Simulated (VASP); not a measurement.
Input of a VASP 6.6.1 run:

INCAR

```
PREC = Accurate ; ENCUT = 500
EDIFF = 1E-6 ; ISMEAR = 0
SIGMA = 0.05 ; LREAL = F
LASPH = T ; NELM = 120
ALGO = Normal ; ISIF = 2
LWAVE = F ; LCHARG = F
GGA = PE ; NBANDS = 12
GGA_COMPAT = F
```

File KPOINTS:

```
Automatic mesh
0
Gamma
  8 8 8
```

The input POSCAR:

```
In
1.0
    0.0000000000      2.3953945061      2.3953945061
    2.3953945061      0.0000000000      2.3953945061
    2.3953945061      2.3953945061      0.0000000000
In
1
Direct
    0.0000000000      0.0000000000      0.0000000000
```

Potentials or basis: VASP PAW PBE potentials, release 64 (In_d).

Command:

```console
$ cat potpaw_PBE.64/In_d/POTCAR > POTCAR
$ mpirun -np 1 vasp_std > vasp.out
```

Task: Predict the pressure.

Result: 0.0 GPa.

Task: Predict the band gap on the k mesh.

Result: Zero (an odd number of electrons rules out a gap without spin polarisation).

Caveat: spin-orbit coupling is left out, which moves the levels of the heavy elements.
